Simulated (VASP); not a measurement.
## Pd: single point with PBE0

The system is Pd.

```
Pd
1.0
    -1.55103    1.55103    1.55103
     1.55103   -1.55103    1.55103
     1.55103    1.55103   -1.55103
Pd
1
Direct
  0.00000 0.00000 0.00000
```

This isn't the form of Pd at room conditions, which is fcc.

```yaml
Program: VASP 6.6.1
Task: single point
Functional: PBE0
Potentials_or_basis: VASP PAW PBE potentials, release 64 (Pd)
Cutoff: 520 eV
k_mesh: 6 × 6 × 6
Occupations: fermi-dirac, width 0.05 eV
Spin: no spin polarisation
Dipole_correction: no
Grid_for_exact_exchange_PRECFOCK: Normal
Further_INCAR_settings: ALGO = Normal; EDIFF = 1e-06; NBANDS = 11
Share_of_exact_exchange: 0.25
```

```yaml
Pressure: -0.3 GPa
Band_gap_on_the_k_mesh: zero (bands 5 and 6 overlap by 2.99 eV)
```

Levels at points of the mesh, in eV from the Fermi level:
```csv
k point,band 3,band 4,band 5,band 6,band 7,band 8
"(0.00, 0.00, 0.00)",-3.81,-3.81,-1.92,-1.92,21.45,21.45
"(0.50, 0.00, 0.00)",-1.88,-1.56,1.07,2.47,9.74,17.09
"(0.50, 0.50, 0.50)",0.69,0.69,0.69,11.02,11.02,11.02
```

Run time: 8.2 min on 1 thread of AMD EPYC 7R43 64-Core Processor (Zen 3), with other jobs on the host, peak memory 0.1 GiB.

Caveat: the k points lie up to 0.48 Å⁻¹ apart, too coarse for converged energies and pressures of a metal; the PAW data sets were made with another functional, which shifts forces and pressure a little.
